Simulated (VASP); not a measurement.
# Al3B2W (P-4m2) in VASP: further runs, part 2 of 2

VASP 6.6.1. Earlier steps stand in the parts before.

## Step 3: Relaxation of cell and atoms, PBE

This run uses another cell than the first one, of 15.11 Å³/atom.

INCAR

```
SYSTEM = Al3B2W
PREC     = Accurate       ! precision mode
ENCUT    = 500            ! plane-wave cutoff, eV
EDIFF    = 1E-7           ! SCF threshold, eV
ISMEAR   = 0              ! smearing method
SIGMA    = 0.2            ! smearing width, eV
LREAL    = .FALSE.        ! projectors in reciprocal space
LASPH    = .TRUE.         ! aspherical terms in the spheres
NELM     = 120            ! most SCF steps
ALGO     = Normal         ! electronic algorithm
ISIF     = 3              ! what is computed and relaxed
LWAVE    = .FALSE.        ! write WAVECAR
LCHARG   = .FALSE.        ! write CHGCAR
GGA      = PE             ! functional
IBRION   = 2              ! ionic algorithm
NSW      = 36             ! ionic steps
EDIFFG   = -0.08          ! ionic threshold
GGA_COMPAT= .FALSE.      
NELMIN   = 4
```

KPOINTS

```
Automatic mesh
0
G
  4 4 3
  0 0 0
```

POSCAR

```
Al3B2W
1.0
    3.9928591100      0.0000000000      0.0000000000
    0.0000000000      3.9928591100      0.0000000000
    0.0000000000      0.0000000000      5.6861285800
Al B W
3 2 1
Direct
    0.5000000000      0.5000000000      0.0000000000
    0.0000000000      0.0000000000      0.0000000000
    0.5000000000      0.5000000000      0.5000000000
    0.0000000000      0.5000000000      0.2679100000
    0.5000000000      0.0000000000      0.7320900000
    0.0000000000      0.0000000000      0.5000000000
```

Potentials or basis: VASP PAW PBE potentials, release 64 (Al, B, W_sv).

Started as:

```sh
$ cat potpaw_PBE.64/Al/POTCAR potpaw_PBE.64/B/POTCAR potpaw_PBE.64/W_sv/POTCAR > POTCAR
$ mpirun -np 1 vasp_std > vasp.out
```

OUTCAR:

```text
SYSTEM = Al3B2W
   PREC = Accurate
   ENCUT = 500
   EDIFF = 1E-7
   ISMEAR = 0
   LREAL = .FALSE.
   LASPH = .TRUE.
   NELM = 120
   ISIF = 3
   GGA = PE
   IBRION = 2
   NSW = 36
   EDIFFG = -0.08
   NELMIN = 4

 ion  position               nearest neighbor table
   1  0.500  0.500  0.000-   4 2.51   5 2.51   5 2.51   4 2.51   2 2.82   2 2.82   2 2.82   2 2.82
                             3 2.84   3 2.84
   2  0.000  0.000  0.000-   4 2.51   5 2.51   4 2.51   5 2.51   1 2.82   1 2.82   1 2.82   1 2.82
                             6 2.84   6 2.84
   3  0.500  0.500  0.500-   4 2.39   5 2.39   5 2.39   4 2.39   6 2.82   6 2.82   6 2.82   6 2.82
                             1 2.84   1 2.84
   4  0.000  0.500  0.268-   3 2.39   6 2.39   6 2.39   3 2.39   2 2.51   1 2.51   1 2.51   2 2.51

   5  0.500  0.000  0.732-   3 2.39   6 2.39   3 2.39   6 2.39   1 2.51   1 2.51   2 2.51   2 2.51

   6  0.000  0.000  0.500-   4 2.39   5 2.39   4 2.39   5 2.39   3 2.82   3 2.82   3 2.82   3 2.82
                             2 2.84   2 2.84

  LATTYP: Found a simple tetragonal cell.
 ALAT       =     3.9928591100
 C/A-ratio  =     1.4240744347

  Lattice vectors:

 A1 = (   3.9928591100,   0.0000000000,   0.0000000000)
 A2 = (   0.0000000000,   3.9928591100,   0.0000000000)
 A3 = (   0.0000000000,   0.0000000000,   5.6861285800)

Analysis of symmetry for initial positions (statically):
=====================================================================
 Subroutine PRICEL returns:
 Original cell was already a primitive cell.

 Routine SETGRP: Setting up the symmetry group for a
 simple tetragonal supercell.

 Subroutine GETGRP returns: Found  8 space group operations
 (whereof  8 operations were pure point group operations)
 out of a pool of 16 trial point group operations.

The static configuration has the point symmetry D_2d.

Analysis of symmetry for dynamics (positions and initial velocities):
=====================================================================
[... 114 lines left out ...]
   TEBEG  =    0.0;   TEEND  =   0.0 temperature during run
   PSTRESS=    0.0 pullay stress
   NELECT =      29.0000    total number of electrons
   NUPDOWN=      -1.0000    fix difference up-down
   EMIN   =  10.00;   EMAX   =-10.00  energy-range for DOS
   EFERMI =   0.00;   METHOD = LEGACY
   ISMEAR =     0;   SIGMA  =   0.20  broadening in eV -4-tet -1-fermi 0-gaus
   EFERMI_NEDOS =   21; number of points for ismear=-14 and -15
   IALGO  =     38    algorithm
   IMIX   =      4    mixing-type and parameters
     AMIX     =   0.40;   BMIX     =  1.00
     AMIX_MAG =   1.60;   BMIX_MAG =  1.00
  volume/ion in A,a.u.               =      15.11       101.96
  Fermi-wavevector in a.u.,A,eV,Ry     =   1.119642  2.115817 17.056247  1.253599
  Thomas-Fermi vector in A             =   2.256283
   LORBIT       =      0    0 simple, 1 ext, 2 COOP (PROOUT), +10 PAW based schemes
   GGA     = PE    functional components
   LHFCALC =     F    Hartree Fock is set to
   AEXX    =    0.0000 exact exchange contribution
   IVDW    =     0    specifies the selected vdW correction
   LEPSILON=     F    determine dielectric tensor
   LRPA    =     F    only Hartree local field effects (RPA)
 conjugate gradient relaxation of ions
 non-spin polarized calculation
 Gauss-broadening in eV      SIGMA  =   0.20
  energy-cutoff  :      500.00
  volume of cell :       90.65
 maximum number of plane-waves:      2324
 NGX is ok and might be reduce to    30
   NGX = 15   NGY = 15   NGZ = 21

--------------------------------------- Ionic step        1  -------------------------------------------

 number of electron      28.9999997 magnetization

 Free energy of the ion-electron system (eV)
  ---------------------------------------------------
  ext. energy  EPLUGINS =         0.00000000
  ---------------------------------------------------
  free energy    TOTEN  =       -35.39626762 eV

  energy without entropy =      -35.29863904  energy(sigma->0) =      -35.34745333

------------------------ aborting loop because EDIFF is reached ----------------------------------------

  FORCE on cell =-STRESS in cart. coord.  units (eV):
  Direction    XX          YY          ZZ          XY          YZ          ZX
  --------------------------------------------------------------------------------------
  -------------------------------------------------------------------------------------
  Total       -9.2693559     -9.2693559     -9.6727717      0.0000000      0.0000000      0.0000000
  in kB     -163.8232333   -163.8232333   -170.9530572      0.0000000      0.0000000      0.0000000
  external PRESSURE =    -166.1998413 kB  Pullay stress =       0.0000000 kB
[... 307 lines left out ...]
--------------------------------------- Ionic step        9  -------------------------------------------

 number of electron      29.0000004 magnetization

 Free energy of the ion-electron system (eV)
  ---------------------------------------------------
  ext. energy  EPLUGINS =         0.00000000
  ---------------------------------------------------
  free energy    TOTEN  =       -36.45740786 eV

  energy without entropy =      -36.40331609  energy(sigma->0) =      -36.43036198

 E-fermi :   8.8574     XC(G=0): -11.3630

 val. band max:        8.7710994435   @ k =   0.5000   0.0000   0.3333
 cond. band min:       8.8905026950   @ k =   0.5000   0.0000   0.3333
 fundamental gap:      0.1194032515
 Fermi energy:         8.8574192185

 k-point     1 :       0.0000    0.0000    0.0000
  band No.  band energies     occupation
      1     -65.0015      2.00000
      2     -29.2824      2.00000
      3     -29.2824      2.00000
      4     -29.2437      2.00000
      5      -3.5937      2.00000
      6       0.5817      2.00000
[... 274 lines left out ...]
  FREE ENERGIE OF THE ION-ELECTRON SYSTEM (eV)
  ---------------------------------------------------
  free  energy   TOTEN  =       -36.4574078605 eV

  energy  without entropy=      -36.4033160908  energy(sigma->0) =      -36.43036198

 reached required accuracy - stopping structural energy minimisation
```

OSZICAR:

```text
N       E                     dE             d eps       ncg     rms          rms(c)
DAV:   1     0.125368382287E+03    0.12537E+03   -0.14468E+04   528   0.136E+03
DAV:   2    -0.293350833388E+02   -0.15470E+03   -0.15045E+03   484   0.295E+02
DAV:   3    -0.379169208625E+02   -0.85818E+01   -0.82080E+01   604   0.577E+01
[... 102 lines left out ...]
DAV:   4    -0.364574107794E+02    0.64304E-05   -0.12056E-04   512   0.723E-02    0.151E-02
DAV:   5    -0.364574074010E+02    0.33784E-05   -0.16199E-05   520   0.276E-02    0.917E-03
DAV:   6    -0.364574077467E+02   -0.34571E-06   -0.24901E-06   560   0.117E-02    0.479E-03
DAV:   7    -0.364574078563E+02   -0.10965E-06   -0.61327E-07   508   0.538E-03    0.483E-04
DAV:   8    -0.364574078605E+02   -0.41678E-08   -0.52371E-08   236   0.165E-03
   9 F= -.36457408E+02 E0= -.36430362E+02  d E =-.100037E-01
```

Run time: 2.7 min. Hardware: 1 thread of Intel Xeon Platinum 8259CL at 2.50GHz (Skylake/Cascade Lake), shared host; peak memory 0.21 GiB.

What came out:

| Item | Value |
| --- | --- |
| Free energy | -36.4574 eV |
| Relaxed volume | 12.62 Å³/atom |
| Relaxed cell | a = 3.720 Å, b = 3.720 Å, c = 5.471 Å, α = 90.00°, β = 90.00°, γ = 90.00° |
| Space group after relaxing (to 0.1 Å) | P-4m2 (No. 115) |
| Energy gained by relaxing | 176.9 meV/atom |
| Ionic steps | 9 |
| Pressure after relaxing | 0.4 GPa |
| Largest force after relaxing | 0.022 eV/Å |
| Band gap on the k mesh | zero (an odd number of electrons rules out a gap without spin polarisation) |

Forces in eV/Å, atoms in the order of the input:
```
Al   0.000  0.000  0.000
Al   0.000  0.000  0.000
Al   0.000  0.000  0.000
B    0.000  0.000  0.022
B    0.000  0.000 -0.022
W    0.000  0.000  0.000
```

The path:
| step | energy change (eV) | largest force (eV/Å) | pressure (GPa) | volume (Å³) |
| --- | --- | --- | --- | --- |
| 1 | 0.0000 | 0.0521 | -16.62 | 90.65 |
| 2 | -0.4904 | 1.6825 | 14.98 | 71.61 |
| 3 | -0.7599 | 1.0224 | -0.07 | 77.89 |
| 4 | -0.8525 | 0.9782 | 0.13 | 77.16 |
| 5 | -1.0095 | 0.0857 | 2.44 | 74.98 |
| 6 | -1.0509 | 0.2363 | 0.00 | 75.90 |
| 7 | -1.0511 | 0.2655 | -0.19 | 75.98 |
| 8 | -1.0602 | 0.0968 | 0.21 | 75.80 |
| 9 | -1.0611 | 0.0218 | 0.40 | 75.71 |

Final structure:
```xyz
6
Lattice="3.7201 0.0000 0.0000 0.0000 3.7201 0.0000 0.0000 0.0000 5.4708" Properties=species:S:1:pos:R:3 pbc="T T T"
Al    1.8601    1.8601    0.0000
Al    0.0000    0.0000    0.0000
Al    1.8601    1.8601    2.7354
B     0.0000    1.8601    1.2502
B     1.8601    0.0000    4.2206
W     0.0000    0.0000    2.7354
```

Caveat: the k points lie up to 0.42 Å⁻¹ apart in the final cell, too coarse for converged energies and pressures of a metal; the volume moved by over 15 % at a fixed basis, so the end points are rough; spin-orbit coupling is left out, which moves the levels of the heavy elements.

The gap in the log of VASP goes by the Fermi energy; the results here count the filled bands.